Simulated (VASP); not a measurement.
# Ag (R-3m) in VASP: single point with PBEsol

Aim: the single point of Ag with PBEsol.

Everything below comes from runs of VASP 6.6.1. Logs are shortened: lines on timing, memory, paths and dates and some standing lists are left out, and cuts for length are marked.

## Step 1: The cell of the first run

It takes space group R-3m (No. 166, trigonal). The conventional cell has a = 6.708 Å, b = 6.708 Å, c = 20.305 Å, α = 90.00°, β = 90.00°, γ = 120.00°. Ag (site symmetry m) has 6 Ag at 2.64 to 2.84 Å within 3.5 Å. Within 3.5 Å of Ag (site symmetry m) lie 7 Ag at 2.69 to 2.84 Å.

## Step 2: Single point, PBEsol

The input, INCAR:

```
SYSTEM = Ag
  PREC = Accurate
  ENCUT = 520
  EDIFF = 1E-7
  ISMEAR = 0
  SIGMA = 0.1
  LREAL = .FALSE.
  LASPH = .TRUE.
  NELM = 100
  ALGO = Normal
  ISIF = 2
  LWAVE = .FALSE.
  LCHARG = .FALSE.
  GGA = PS
  NBANDS = 78
```

The input, KPOINTS:

```
regular mesh
0
G
  6 6 6
  0 0 0
```

The input, POSCAR:

```
Ag
1.0
    3.3538363598      1.9363383252      6.7684451388
   -3.3538363598      1.9363383252      6.7684451388
    0.0000000000     -3.8726766503      6.7684451388
Ag
12
Direct
    0.0934248250      0.5007134220      0.0934248250
    0.0934248250      0.0934248250      0.5007134220
    0.5007134220      0.0934248250      0.0934248250
    0.9065751750      0.4992865780      0.9065751750
    0.4992865780      0.9065751750      0.9065751750
    0.9065751750      0.9065751750      0.4992865780
    0.2340009715      0.6385990634      0.2340009715
    0.2340009715      0.2340009715      0.6385990634
    0.6385990634      0.2340009715      0.2340009715
    0.7659990285      0.3614009366      0.7659990285
    0.3614009366      0.7659990285      0.7659990285
    0.7659990285      0.7659990285      0.3614009366
```

Potentials or basis: VASP PAW PBE potentials, release 64 (Ag).

On the command line:

```sh
> cat potpaw_PBE.64/Ag/POTCAR > POTCAR
> mpirun -np 1 vasp_std > vasp.out
```

OUTCAR:

```text
SYSTEM = Ag
   PREC = Accurate
   ENCUT = 520
   EDIFF = 1E-7
   ISMEAR = 0
   LREAL = .FALSE.
   LASPH = .TRUE.
   NELM = 100
   ISIF = 2
   GGA = PS

 ion  position               nearest neighbor table
   1  0.093  0.501  0.093-   4 2.64  12 2.69  11 2.69   3 2.73   2 2.73   7 2.84
   2  0.093  0.093  0.501-   6 2.64  10 2.69  11 2.69   3 2.73   1 2.73   8 2.84
   3  0.501  0.093  0.093-   5 2.64  12 2.69  10 2.69   1 2.73   2 2.73   9 2.84
   4  0.907  0.499  0.907-   1 2.64   8 2.69   9 2.69   5 2.73   6 2.73  10 2.84
   5  0.499  0.907  0.907-   3 2.64   8 2.69   7 2.69   4 2.73   6 2.73  11 2.84
   6  0.907  0.907  0.499-   2 2.64   7 2.69   9 2.69   4 2.73   5 2.73  12 2.84
   7  0.234  0.639  0.234-   6 2.69   5 2.69   9 2.71   8 2.71  12 2.72  11 2.72   1 2.84
   8  0.234  0.234  0.639-   4 2.69   5 2.69   7 2.71   9 2.71  10 2.72  11 2.72   2 2.84
   9  0.639  0.234  0.234-   6 2.69   4 2.69   7 2.71   8 2.71  12 2.72  10 2.72   3 2.84
  10  0.766  0.361  0.766-   2 2.69   3 2.69  11 2.71  12 2.71   8 2.72   9 2.72   4 2.84
  11  0.361  0.766  0.766-   2 2.69   1 2.69  10 2.71  12 2.71   8 2.72   7 2.72   5 2.84
  12  0.766  0.766  0.361-   1 2.69   3 2.69  10 2.71  11 2.71   7 2.72   9 2.72   6 2.84

  LATTYP: Found a trigonal (rhomboedric) cell.
 ALAT       =     7.7980429619
 COS(alpha) =     0.6300504648

  Lattice vectors:

 A1 = (   3.3538363598,   1.9363383252,   6.7684451388)
 A2 = (  -3.3538363598,   1.9363383252,   6.7684451388)
 A3 = (   0.0000000000,  -3.8726766503,   6.7684451388)

Analysis of symmetry for initial positions (statically):
=====================================================================
 Subroutine PRICEL returns:
 Original cell was already a primitive cell.

 Routine SETGRP: Setting up the symmetry group for a
 trigonal (rhombohedral) supercell.

 Subroutine GETGRP returns: Found 12 space group operations
 (whereof 12 operations were pure point group operations)
 out of a pool of 12 trial point group operations.

The static configuration has the point symmetry D_3d.

Analysis of symmetry for dynamics (positions and initial velocities):
=====================================================================
 Subroutine PRICEL returns:
 Original cell was already a primitive cell.

 Routine SETGRP: Setting up the symmetry group for a
 trigonal (rhombohedral) supercell.

 Subroutine GETGRP returns: Found 12 space group operations
 (whereof 12 operations were pure point group operations)
 out of a pool of 12 trial point group operations.

The dynamic configuration has the point symmetry D_3d.

 Subroutine INISYM returns: Found 12 space group operations
 (whereof 12 operations are pure point group operations),
 and found     1 'primitive' translations

----------------------------------------------------------------------------------------

                                     Primitive cell

  volume of cell :     263.7323

  direct lattice vectors                    reciprocal lattice vectors
     3.353836360  1.936338325  6.768445139     0.149083004  0.086073113  0.049248140
    -3.353836360  1.936338325  6.768445139    -0.149083004  0.086073113  0.049248140
     0.000000000 -3.872676650  6.768445139     0.000000000 -0.172146225  0.049248140

  length of vectors
     7.798042962  7.798042962  7.798042962     0.179052233  0.179052233  0.179052233

  position of ions in fractional coordinates (direct lattice)
     0.093424825  0.500713422  0.093424825
     0.093424825  0.093424825  0.500713422
     0.500713422  0.093424825  0.093424825
     0.906575175  0.499286578  0.906575175
     0.499286578  0.906575175  0.906575175
     0.906575175  0.906575175  0.499286578
     0.234000972  0.638599063  0.234000972
     0.234000972  0.234000972  0.638599063
     0.638599063  0.234000972  0.234000972
     0.765999028  0.361400937  0.765999028
     0.361400937  0.765999028  0.765999028
     0.765999028  0.765999028  0.361400937

  ion indices of the primitive-cell ions
   primitive index   ion index
                 1           1
                 2           2
                 3           3
                 4           4
                 5           5
                 6           6
                 7           7
                 8           8
                 9           9
                10          10
                11          11
                12          12

----------------------------------------------------------------------------------------

 KPOINTS: regular mesh

Automatic generation of k-mesh.
 Grid dimensions read from file:
 generate k-points for:    6    6    6

 Generating k-lattice:

  Cartesian coordinates                     Fractional coordinates (reciprocal lattice)
     0.024847167  0.014345519  0.008208023     0.166666667 -0.000000000  0.000000000
    -0.024847167  0.014345519  0.008208023    -0.000000000  0.166666667  0.000000000
     0.000000000 -0.028691038  0.008208023     0.000000000  0.000000000  0.166666667

  Length of vectors
     0.029842039  0.029842039  0.029842039

  Shift w.r.t. Gamma in fractional coordinates (k-lattice)
     0.000000000  0.000000000  0.000000000

 Subroutine IBZKPT returns following result:
 ===========================================

 Found     32 irreducible k-points:

 Following reciprocal coordinates:
            Coordinates               Weight
  0.000000  0.000000  0.000000      1.000000
  0.166667  0.000000  0.000000      6.000000
  0.333333 -0.000000 -0.000000      6.000000
  0.500000  0.000000 -0.000000      3.000000
  0.166667  0.166667  0.000000      6.000000
  0.333333  0.166667  0.000000     12.000000
[... 16 lines left out ...]
  0.500000  0.500000  0.166667      6.000000
 -0.333333  0.500000  0.166667     12.000000
 [... further k-points ...]
   k-points           NKPTS =     32   k-points in BZ     NKDIM =     32   number of bands    NBANDS=     78
   number of dos      NEDOS =    301   number of ions     NIONS =     12
   total plane-waves  NPLWV = 216000
   dimension x,y,z NGX =    60 NGY =   60 NGZ =   60
   dimension x,y,z NGXF=   120 NGYF=  120 NGZF=  120
   ions per type =              12
   NGX,Y,Z   is equivalent  to a cutoff of  12.79, 12.79, 12.79 a.u.
   NGXF,Y,Z  is equivalent  to a cutoff of  25.58, 25.58, 25.58 a.u.
 SYSTEM =  Ag
   PREC   = accura    normal or accurate (medium, high low for compatibility)
   ISTART =      0    job   : 0-new  1-cont  2-samecut
   ICHARG =      2    charge: 1-file 2-atom 10-const
   ISPIN  =      1    spin polarized calculation?
   LNONCOLLINEAR =      F non collinear calculations
   LSORBIT =      F    spin-orbit coupling
   LASPH  =      T    aspherical Exc in radial PAW
   ENCUT  =  520.0 eV  38.22 Ry    6.18 a.u.  14.50 14.50 14.50*2*pi/ulx,y,z
   NELM   =    100;   NELMIN=  2; NELMDL= -5     # of ELM steps
   EDIFF  = 0.1E-06   stopping-criterion for ELM
   LREAL  =      F    real-space projection
   EDIFFG = 0.1E-05   stopping-criterion for IOM
   NSW    =      0    number of steps for IOM
   IBRION =     -1    ionic relax: 0-MD 1-quasi-New 2-CG
   NFREE  =      0    steps in history (QN), initial steepest desc. (CG)
   ISIF   =      2    stress and relaxation
   ISYM   =      2    0-nonsym 1-usesym 2-fastsym
   POTIM  = 0.5000    time-step for ionic-motion
   TEBEG  =    0.0;   TEEND  =   0.0 temperature during run
   PSTRESS=    0.0 pullay stress
   NELECT =     132.0000    total number of electrons
   NUPDOWN=      -1.0000    fix difference up-down
   EMIN   =  10.00;   EMAX   =-10.00  energy-range for DOS
   EFERMI =   0.00;   METHOD = LEGACY
   ISMEAR =     0;   SIGMA  =   0.10  broadening in eV -4-tet -1-fermi 0-gaus
   EFERMI_NEDOS =   21; number of points for ismear=-14 and -15
   IALGO  =     38    algorithm
   IMIX   =      4    mixing-type and parameters
     AMIX     =   0.40;   BMIX     =  1.00
     AMIX_MAG =   1.60;   BMIX_MAG =  1.00
  volume/ion in A,a.u.               =      21.98       148.31
  Fermi-wavevector in a.u.,A,eV,Ry     =   1.299806  2.456276 22.986967  1.689494
  Thomas-Fermi vector in A             =   2.431045
   LORBIT       =      0    0 simple, 1 ext, 2 COOP (PROOUT), +10 PAW based schemes
   GGA     = PS    functional components
   LHFCALC =     F    Hartree Fock is set to
   AEXX    =    0.0000 exact exchange contribution
   IVDW    =     0    specifies the selected vdW correction
   LEPSILON=     F    determine dielectric tensor
   LRPA    =     F    only Hartree local field effects (RPA)
 non-spin polarized calculation
 Gauss-broadening in eV      SIGMA  =   0.10
  energy-cutoff  :      520.00
  volume of cell :      263.73
 maximum number of plane-waves:      7132
 NGX is ok and might be reduce to    60
   NGX = 29   NGY = 29   NGZ = 29

 number of electron     132.0000014 magnetization

 Free energy of the ion-electron system (eV)
  ---------------------------------------------------
  ext. energy  EPLUGINS =         0.00000000
  ---------------------------------------------------
  free energy    TOTEN  =       -33.35363371 eV

  energy without entropy =      -33.33680401  energy(sigma->0) =      -33.34521886

 E-fermi :   5.2935     XC(G=0): -10.6982

 val. band max:        5.2918207644   @ k =  -0.1667   0.3333   0.1667
 cond. band min:       5.3040275280   @ k =   0.0000   0.0000   0.0000
 fundamental gap:      0.0122067635
 Fermi energy:         5.2934807257

 k-point     1 :       0.0000    0.0000    0.0000
  band No.  band energies     occupation
      1      -1.3974      2.00000
      2      -0.6843      2.00000
      3      -0.5207      2.00000
      4      -0.4812      2.00000
      5      -0.4812      2.00000
      6      -0.3058      2.00000
[... 70 lines left out ...]
     77       9.8669      0.00000
     78      11.9539      0.00000
[... 1861 lines left out ...]
     77      10.2339      0.00000
     78      10.4921      0.00000

 [... further k-points ...]

------------------------ aborting loop because EDIFF is reached ----------------------------------------

  FORCE on cell =-STRESS in cart. coord.  units (eV):
  Direction    XX          YY          ZZ          XY          YZ          ZX
  --------------------------------------------------------------------------------------
  -------------------------------------------------------------------------------------
  Total       -0.2373199     -0.2373199     -0.2451185     -0.0000000     -0.0000000      0.0000000
  in kB       -1.4417218     -1.4417218     -1.4890987     -0.0000000     -0.0000000      0.0000000
  external PRESSURE =      -1.4575141 kB  Pullay stress =       0.0000000 kB

 VOLUME and BASIS-vectors are now :
 -----------------------------------------------------------------------------
  energy-cutoff  :      520.00
  volume of cell :      263.73
      direct lattice vectors                 reciprocal lattice vectors
     3.353836360  1.936338325  6.768445139     0.149083004  0.086073113  0.049248140
    -3.353836360  1.936338325  6.768445139    -0.149083004  0.086073113  0.049248140
     0.000000000 -3.872676650  6.768445139     0.000000000 -0.172146225  0.049248140

 POSITION                                       TOTAL-FORCE (eV/Angst)
 -----------------------------------------------------------------------------------
     -1.36598      0.78865      4.65373         0.000740     -0.000427      0.002720
      0.00000     -1.57730      4.65373        -0.000000      0.000855      0.002720
      1.36598      0.78865      4.65373        -0.000740     -0.000427      0.002720
      1.36598     -0.78865     15.65160        -0.000740      0.000427     -0.002720
     -1.36598     -0.78865     15.65160         0.000740      0.000427     -0.002720
      0.00000      1.57730     15.65160        -0.000000     -0.000855     -0.002720
     -1.35696      0.78344      7.48997        -0.000808      0.000467     -0.003034
      0.00000     -1.56688      7.48997        -0.000000     -0.000933     -0.003034
      1.35696      0.78344      7.48997         0.000808      0.000467     -0.003034
      1.35696     -0.78344     12.81537         0.000808     -0.000467      0.003034
     -1.35696     -0.78344     12.81537        -0.000808     -0.000467      0.003034
      0.00000      1.56688     12.81537        -0.000000      0.000933      0.003034
 -----------------------------------------------------------------------------------
    total drift:                                0.000000     -0.000000      0.000000

  FREE ENERGIE OF THE ION-ELECTRON SYSTEM (eV)
  ---------------------------------------------------
  free  energy   TOTEN  =       -33.3536337074 eV

  energy  without entropy=      -33.3368040068  energy(sigma->0) =      -33.34521886
```

Wall time 18 min (1 thread of Intel Xeon Platinum 8488C (Sapphire Rapids), shared host); peak memory 0.73 GiB.

What came out:

| Quantity | Value |
| --- | --- |
| Free energy | -33.3536 eV |
| Pressure | -0.1 GPa |
| Largest force | 0.003 eV/Å |
| Band gap on the k mesh | zero (bands 66 and 67 overlap by 1.00 eV) |

Forces in eV/Å, atoms in the order of the input:
```
Ag   0.001  0.000  0.003
Ag   0.000  0.001  0.003
Ag  -0.001  0.000  0.003
Ag  -0.001  0.000 -0.003
Ag   0.001  0.000 -0.003
Ag   0.000 -0.001 -0.003
Ag  -0.001  0.000 -0.003
Ag   0.000 -0.001 -0.003
Ag   0.001  0.000 -0.003
Ag   0.001  0.000  0.003
Ag  -0.001  0.000  0.003
Ag   0.000  0.001  0.003
```

Caveat: the PAW data sets were made with another functional, which shifts forces and pressure a little.
